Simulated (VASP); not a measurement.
# MgO2 (R-3m) in VASP: notebook

Runs on MgO2. Level: r2SCAN. Tasks: single point.

Program: VASP 6.6.1. These are calculated values, not measurements. Logs are shortened: lines on timing, memory, paths and dates and some standing lists are left out, and cuts for length are marked.

**1. The cell of the first run**

It takes space group R-3m (No. 166, trigonal). The conventional cell has a = 2.953 Å, b = 2.953 Å, c = 11.320 Å, α = 90.00°, β = 90.00°, γ = 120.00°. Within 2.7 Å of Mg (site symmetry -3m) lie 6 O at 2.02 Å. O (site symmetry 3m) has 1 O at 1.61 Å and 3 Mg at 2.02 Å within 2.1 Å.

**2. Single point, r2SCAN (strain -0.080 along x and y, +0.080 along z)**

File POSCAR:

```
MgO2
1.0
    1.4763801347      0.8523884682      3.7734971849
   -1.4763801347      0.8523884682      3.7734971849
    0.0000000000     -1.7047769364      3.7734971849
Mg O
1 2
Direct
    0.0000000000      0.0000000000      0.0000000000
    0.4287860000      0.4287860000      0.4287860000
    0.5712140000      0.5712140000      0.5712140000
```

File INCAR.step1:

```
SYSTEM = MgO2
  PREC = Accurate
  ENCUT = 520
  ISMEAR = 0
  SIGMA = 0.05
  LREAL = .False.
  LASPH = .True.
  NELM = 100
  NBANDS = 14
  GGA = PE
  ALGO = Normal
  EDIFF = 1E-4
  LWAVE = .True.
  LCHARG = .False.
```

File INCAR.step2:

```
SYSTEM = MgO2
  PREC = Accurate
  ENCUT = 520
  EDIFF = 1E-7
  ISMEAR = 0
  SIGMA = 0.05
  LREAL = .False.
  LASPH = .True.
  NELM = 100
  ALGO = Normal
  ISIF = 2
  LWAVE = .False.
  LCHARG = .False.
  METAGGA = R2SCAN
  LMIXTAU = .True.
  NBANDS = 14
  ISTART = 1
```

File KPOINTS:

```
regular mesh
0
Gamma
  12 12 12
  0 0 0
```

Potentials or basis: VASP PAW PBE potentials, release 64 (Mg, O).

Command:

```console
$ cat potpaw_PBE.64/Mg/POTCAR potpaw_PBE.64/O/POTCAR > POTCAR
$ cp INCAR.step1 INCAR
$ mpirun -np 1 vasp_std > vasp.out
$ cp INCAR.step2 INCAR
$ mpirun -np 1 vasp_std > vasp.out
```

OUTCAR:

```text
SYSTEM = MgO2
   PREC = Accurate
   ENCUT = 520
   EDIFF = 1E-7
   ISMEAR = 0
   LREAL = .False.
   LASPH = .True.
   NELM = 100
   ISIF = 2
   METAGGA = R2SCAN
   ISTART = 1

 ion  position               nearest neighbor table
   1  0.000  0.000  0.000-   3 2.02   3 2.02   2 2.02   2 2.02   3 2.02   2 2.02
   2  0.429  0.429  0.429-   3 1.61   1 2.02   1 2.02   1 2.02
   3  0.571  0.571  0.571-   2 1.61   1 2.02   1 2.02   1 2.02

  LATTYP: Found a trigonal (rhomboedric) cell.
 ALAT       =     4.1407179821
 COS(alpha) =     0.7457417364

  Lattice vectors:

 A1 = (   1.4763801347,   0.8523884682,   3.7734971849)
 A2 = (  -1.4763801347,   0.8523884682,   3.7734971849)
 A3 = (   0.0000000000,  -1.7047769364,   3.7734971849)

Analysis of symmetry for initial positions (statically):
=====================================================================
 Subroutine PRICEL returns:
 Original cell was already a primitive cell.

 Routine SETGRP: Setting up the symmetry group for a
 trigonal (rhombohedral) supercell.

 Subroutine GETGRP returns: Found 12 space group operations
 (whereof 12 operations were pure point group operations)
 out of a pool of 12 trial point group operations.

The static configuration has the point symmetry D_3d.

Analysis of symmetry for dynamics (positions and initial velocities):
=====================================================================
 Subroutine PRICEL returns:
 Original cell was already a primitive cell.

 Routine SETGRP: Setting up the symmetry group for a
 trigonal (rhombohedral) supercell.

 Subroutine GETGRP returns: Found 12 space group operations
 (whereof 12 operations were pure point group operations)
 out of a pool of 12 trial point group operations.

The dynamic configuration has the point symmetry D_3d.

 Subroutine INISYM returns: Found 12 space group operations
 (whereof 12 operations are pure point group operations),
 and found     1 'primitive' translations

----------------------------------------------------------------------------------------

                                     Primitive cell

  volume of cell :      28.4925

  direct lattice vectors                    reciprocal lattice vectors
     1.476380135  0.852388468  3.773497185     0.338666166  0.195529002  0.088335387
    -1.476380135  0.852388468  3.773497185    -0.338666166  0.195529002  0.088335387
     0.000000000 -1.704776936  3.773497185     0.000000000 -0.391058004  0.088335387

  length of vectors
     4.140717982  4.140717982  4.140717982     0.400910842  0.400910842  0.400910842

  position of ions in fractional coordinates (direct lattice)
     0.000000000  0.000000000  0.000000000
     0.428786000  0.428786000  0.428786000
     0.571214000  0.571214000  0.571214000

  ion indices of the primitive-cell ions
   primitive index   ion index
                 1           1
                 2           2
                 3           3

----------------------------------------------------------------------------------------

 KPOINTS: regular mesh

Automatic generation of k-mesh.
 Grid dimensions read from file:
 generate k-points for:   12   12   12

 Generating k-lattice:

  Cartesian coordinates                     Fractional coordinates (reciprocal lattice)
     0.028222181  0.016294084  0.007361282     0.083333333  0.000000000  0.000000000
    -0.028222181  0.016294084  0.007361282     0.000000000  0.083333333  0.000000000
     0.000000000 -0.032588167  0.007361282     0.000000000  0.000000000  0.083333333

  Length of vectors
     0.033409237  0.033409237  0.033409237

  Shift w.r.t. Gamma in fractional coordinates (k-lattice)
     0.000000000  0.000000000  0.000000000

 Subroutine IBZKPT returns following result:
 ===========================================

 Found    189 irreducible k-points:

 Following reciprocal coordinates:
            Coordinates               Weight
  0.000000  0.000000  0.000000      1.000000
  0.083333 -0.000000  0.000000      6.000000
  0.166667  0.000000  0.000000      6.000000
  0.250000  0.000000  0.000000      6.000000
  0.333333  0.000000  0.000000      6.000000
  0.416667  0.000000  0.000000      6.000000
[... 16 lines left out ...]
  0.500000  0.166667  0.000000     12.000000
 -0.416667  0.166667 -0.000000     12.000000
 [... further k-points ...]
   k-points           NKPTS =    189   k-points in BZ     NKDIM =    189   number of bands    NBANDS=     14
   number of dos      NEDOS =    301   number of ions     NIONS =      3
   total plane-waves  NPLWV =  32768
   dimension x,y,z NGX =    32 NGY =   32 NGZ =   32
   dimension x,y,z NGXF=    64 NGYF=   64 NGZF=   64
   ions per type =               1   2
   NGX,Y,Z   is equivalent  to a cutoff of  12.85, 12.85, 12.85 a.u.
   NGXF,Y,Z  is equivalent  to a cutoff of  25.70, 25.70, 25.70 a.u.
 SYSTEM =  MgO2
   PREC   = accura    normal or accurate (medium, high low for compatibility)
   ISTART =      1    job   : 0-new  1-cont  2-samecut
   ICHARG =      0    charge: 1-file 2-atom 10-const
   ISPIN  =      1    spin polarized calculation?
   LNONCOLLINEAR =      F non collinear calculations
   LSORBIT =      F    spin-orbit coupling
   LASPH  =      T    aspherical Exc in radial PAW
   ENCUT  =  520.0 eV  38.22 Ry    6.18 a.u.   7.70  7.70  7.70*2*pi/ulx,y,z
   NELM   =    100;   NELMIN=  2; NELMDL=  0     # of ELM steps
   EDIFF  = 0.1E-06   stopping-criterion for ELM
   LREAL  =      F    real-space projection
   EDIFFG = 0.1E-05   stopping-criterion for IOM
   NSW    =      0    number of steps for IOM
   IBRION =     -1    ionic relax: 0-MD 1-quasi-New 2-CG
   NFREE  =      0    steps in history (QN), initial steepest desc. (CG)
   ISIF   =      2    stress and relaxation
   ISYM   =      2    0-nonsym 1-usesym 2-fastsym
   POTIM  = 0.5000    time-step for ionic-motion
   TEBEG  =    0.0;   TEEND  =   0.0 temperature during run
   PSTRESS=    0.0 pullay stress
   NELECT =      14.0000    total number of electrons
   NUPDOWN=      -1.0000    fix difference up-down
   EMIN   =  10.00;   EMAX   =-10.00  energy-range for DOS
   EFERMI =   0.00;   METHOD = LEGACY
   ISMEAR =     0;   SIGMA  =   0.05  broadening in eV -4-tet -1-fermi 0-gaus
   EFERMI_NEDOS =   21; number of points for ismear=-14 and -15
   IALGO  =     38    algorithm
   IMIX   =      4    mixing-type and parameters
     AMIX     =   0.40;   BMIX     =  1.00
     AMIX_MAG =   1.60;   BMIX_MAG =  1.00
  volume/ion in A,a.u.               =       9.50        64.09
  Fermi-wavevector in a.u.,A,eV,Ry     =   1.291835  2.441215 22.705927  1.668839
  Thomas-Fermi vector in A             =   2.423581
   LORBIT       =      0    0 simple, 1 ext, 2 COOP (PROOUT), +10 PAW based schemes
   METAGGA = R2SCAN    functional components
   LHFCALC =     F    Hartree Fock is set to
   AEXX    =    0.0000 exact exchange contribution
   IVDW    =     0    specifies the selected vdW correction
   LEPSILON=     F    determine dielectric tensor
   LRPA    =     F    only Hartree local field effects (RPA)
 non-spin polarized calculation
 Gauss-broadening in eV      SIGMA  =   0.05
  energy-cutoff  :      520.00
  volume of cell :       28.49
 maximum number of plane-waves:       790
   NGX = 15   NGY = 15   NGZ = 15

 number of electron      13.9999999 magnetization

 Free energy of the ion-electron system (eV)
  ---------------------------------------------------
  ext. energy  EPLUGINS =         0.00000000
  ---------------------------------------------------
  free energy    TOTEN  =       -21.00437791 eV

  energy without entropy =      -21.00437791  energy(sigma->0) =      -21.00437791

 E-fermi :   2.6132     XC(G=0): -11.3006

 val. band max:        2.3701421559   @ k =   0.5000   0.5000   0.5000
 cond. band min:       3.3336825169   @ k =   0.5000   0.5000   0.5000
 fundamental gap:      0.9635403610
 Fermi energy:         2.6132402403

 k-point     1 :       0.0000    0.0000    0.0000
  band No.  band energies     occupation
      1     -18.9923      2.00000
      2     -13.9163      2.00000
      3      -5.0455      2.00000
      4       0.0468      2.00000
      5       0.0468      2.00000
      6       1.6902      2.00000
      7       1.6902      2.00000
      8       6.4639      0.00000
      9       9.6966      0.00000
     10      15.5846      0.00000
     11      16.9087      0.00000
     12      20.6021      0.00000
     13      20.6021      0.00000
     14      22.8683      0.00000

 k-point     2 :       0.0833   -0.0000    0.0000
  band No.  band energies     occupation
      1     -18.9412      2.00000
      2     -13.9161      2.00000
      3      -4.9776      2.00000
      4      -0.2242      2.00000
      5       0.0061      2.00000
      6       1.5656      2.00000
      7       1.6565      2.00000
      8       6.4270      0.00000
      9      10.0413      0.00000
     10      15.6723      0.00000
     11      16.9992      0.00000
     12      19.8026      0.00000
     13      20.8334      0.00000
     14      22.3337      0.00000

 k-point     3 :       0.1667    0.0000    0.0000
  band No.  band energies     occupation
      1     -18.7975      2.00000
      2     -13.9162      2.00000
      3      -4.7906      2.00000
      4      -0.9088      2.00000
      5      -0.1034      2.00000
      6       1.2595      2.00000
      7       1.5657      2.00000
      8       6.3125      0.00000
      9      10.9153      0.00000
     10      15.8837      0.00000
     11      17.1511      0.00000
     12      18.5521      0.00000
     13      21.2254      0.00000
     14      21.4491      0.00000
[... 324 lines left out ...]
 k-point    23 :       0.5000    0.1667    0.0000
  band No.  band energies     occupation
      1     -18.1175      2.00000
      2     -14.0127      2.00000
      3      -3.6997      2.00000
      4      -3.0353      2.00000
      5      -1.0134      2.00000
      6       0.5101      2.00000
      7       1.0058      2.00000
      8       5.4579      0.00000
      9      14.3112      0.00000
     10      15.8791      0.00000
     11      16.8639      0.00000
     12      17.5196      0.00000
     13      18.9646      0.00000
     14      22.9732      0.00000

 k-point    24 :      -0.4167    0.1667   -0.0000
  band No.  band energies     occupation
      1     -18.0883      2.00000
      2     -13.9506      2.00000
      3      -3.8338      2.00000
      4      -3.0233      2.00000
      5      -1.0872      2.00000
      6       0.4756      2.00000
      7       0.8505      2.00000
      8       5.5548      0.00000
      9      14.3167      0.00000
     10      16.0377      0.00000
     11      17.1175      0.00000
     12      17.5760      0.00000
     13      18.5735      0.00000
     14      22.7886      0.00000

 [... further k-points ...]

------------------------ aborting loop because EDIFF is reached ----------------------------------------

  FORCE on cell =-STRESS in cart. coord.  units (eV):
  Direction    XX          YY          ZZ          XY          YZ          ZX
  --------------------------------------------------------------------------------------
  -------------------------------------------------------------------------------------
  Total        3.8433709      3.8433709     -7.2847895      0.0000000      0.0000000      0.0000000
  in kB      216.1184500    216.1184500   -409.6345244      0.0000000      0.0000000      0.0000000
  external PRESSURE =       7.5341252 kB  Pullay stress =       0.0000000 kB

 VOLUME and BASIS-vectors are now :
 -----------------------------------------------------------------------------
  energy-cutoff  :      520.00
  volume of cell :       28.49
      direct lattice vectors                 reciprocal lattice vectors
     1.476380135  0.852388468  3.773497185     0.338666166  0.195529002  0.088335387
    -1.476380135  0.852388468  3.773497185    -0.338666166  0.195529002  0.088335387
     0.000000000 -1.704776936  3.773497185     0.000000000 -0.391058004  0.088335387

 POSITION                                       TOTAL-FORCE (eV/Angst)
 -----------------------------------------------------------------------------------
      0.00000      0.00000      0.00000         0.000000     -0.000000      0.000000
      0.00000      0.00000      4.85407         0.000000      0.000000      2.280219
      0.00000      0.00000      6.46642         0.000000      0.000000     -2.280219
 -----------------------------------------------------------------------------------
    total drift:                               -0.000000      0.000000      0.000000

  FREE ENERGIE OF THE ION-ELECTRON SYSTEM (eV)
  ---------------------------------------------------
  free  energy   TOTEN  =       -21.0043779111 eV

  energy  without entropy=      -21.0043779111  energy(sigma->0) =      -21.00437791
```

Run time: 6.2 min. Hardware: 1 thread of Intel Xeon 8259CL, shared host; peak memory 0.24 GiB.

Results:

* Free energy: -21.0044 eV
* Pressure: 0.8 GPa
* Largest force: 2.280 eV/Å
* Band gap on the k mesh: 0.96 eV

Forces on the atoms (eV/Å):
```
Mg   0.000  0.000  0.000
O    0.000  0.000  2.280
O    0.000  0.000 -2.280
```

Caveat: the cell differs from its parent crystal (strain -0.080 along x and y, +0.080 along z); the PAW data sets were made with another functional, which shifts forces and pressure a little.

[end of part 1 of 2]
